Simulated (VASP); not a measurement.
Set up this calculation in VASP 6.6.1, as the native input.

```yaml
Task: single point
Functional: r2SCAN
Potentials_or_basis: VASP PAW PBE potentials, release 64 (Si)
Cutoff: 520 eV
k_mesh: 13 × 13 × 12
Occupations: fermi-dirac, width 0.05 eV
Spin: no spin polarisation
Dipole_correction: no
Further_INCAR_settings: ALGO = Normal; EDIFF = 1e-06; NBANDS = 8
```

Si:

```xyz
1
Lattice="2.5043 0.0000 0.0000 -1.2522 2.1688 0.0000 0.0000 0.0000 2.3517" Properties=species:S:1:pos:R:3 pbc="T T T"
Si    0.0000    0.0000    0.0000
```

One way to write it, as run:

POSCAR

```
Si
1.0
    2.5043351020      0.0000000000      0.0000000000
   -1.2521675510      2.1688178225      0.0000000000
    0.0000000000      0.0000000000      2.3517163423
Si
1
Direct
    0.0000000000      0.0000000000      0.0000000000
```

INCAR.step1

```
PREC = Accurate
ENCUT = 520
ISMEAR = -1
SIGMA = 0.05
LREAL = F
LASPH = T
NELM = 100
NBANDS = 8
GGA = PE
ALGO = Normal
EDIFF = 1E-4
LWAVE = T
LCHARG = F
```

INCAR.step2

```
PREC = Accurate
ENCUT = 520
EDIFF = 1E-6
ISMEAR = -1
SIGMA = 0.05
LREAL = F
LASPH = T
NELM = 100
ALGO = Normal
ISIF = 2
LWAVE = F
LCHARG = F
METAGGA = R2SCAN
LMIXTAU = T
NBANDS = 8
ISTART = 1
```

KPOINTS

```
Automatic mesh
0
Gamma
  13 13 12
```

Potentials or basis: VASP PAW PBE potentials, release 64 (Si).

Run with:

```console
$ cat potpaw_PBE.64/Si/POTCAR > POTCAR
$ cp INCAR.step1 INCAR
$ mpirun -np 1 vasp_std > vasp.out
$ cp INCAR.step2 INCAR
$ mpirun -np 1 vasp_std > vasp.out
```

It gave:

* Pressure: 24.4 GPa
* Band gap on the k mesh: zero (band 2 reaches 19.61 eV, above the bottom of band 3 at 6.83 eV)

Caveat: the PAW data sets were made with another functional, which shifts forces and pressure a little.

Run time: 20 s on 1 thread of Intel(R) Xeon(R) 6975P-C (Granite Rapids), on a shared host, peak memory 0.12 GiB.
